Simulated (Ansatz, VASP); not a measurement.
## HfB3N: VASP beside Ansatz

```xyz
5
Lattice="-1.7984 1.7984 3.3087 1.7984 -1.7984 3.3087 1.7984 1.7984 -3.3087" Properties=species:S:1:pos:R:3 pbc="T T T"
Hf    1.7984    0.0000    1.6544
B     0.0000    1.7984    2.5646
B     0.0000    1.7984    0.7442
B     0.0000    0.0000    0.0000
N     0.0000    0.0000    3.3087
```

Alike in both runs: functional PBE; k mesh 6 × 6 × 6; occupations gaussian, width 0.2 eV; no spin polarisation.

Ansatz relaxed the structure, and its values are those at the end. VASP's run is a single point on that final structure, the one shown.

|  | VASP | Ansatz |
| --- | --- | --- |
| version | VASP 6.6.1 | Ansatz 0.2.0 |
| potentials or method | VASP PAW PBE potentials, release 64 (Hf_pv, B, N), cutoff 600 eV | scalar-relativistic, plane waves, PAW |
| valence electrons in the cell | 24 | 40 |

|  | VASP | Ansatz | Ansatz less VASP |
| --- | --- | --- | --- |
| gap on the k mesh at the Fermi level (eV) | none | none | - |
| pressure (GPa) | -1.8 | -0.4 | +1.37 |
| rms of the force components (eV/Å) | 0.004 | 0.004 | +0.0003 |

A gap of «none» marks a metal or a gap that the smearing closes. With one functional, cell and mesh, what is left measures potentials, basis and numerics. VASP's potentials hold 24 valence electrons a cell and Ansatz's 40, so a difference there can come from the potentials and not from the codes.

The k mesh is coarse, so the values compare programs but aren't converged. Neither program's run includes spin-orbit coupling.
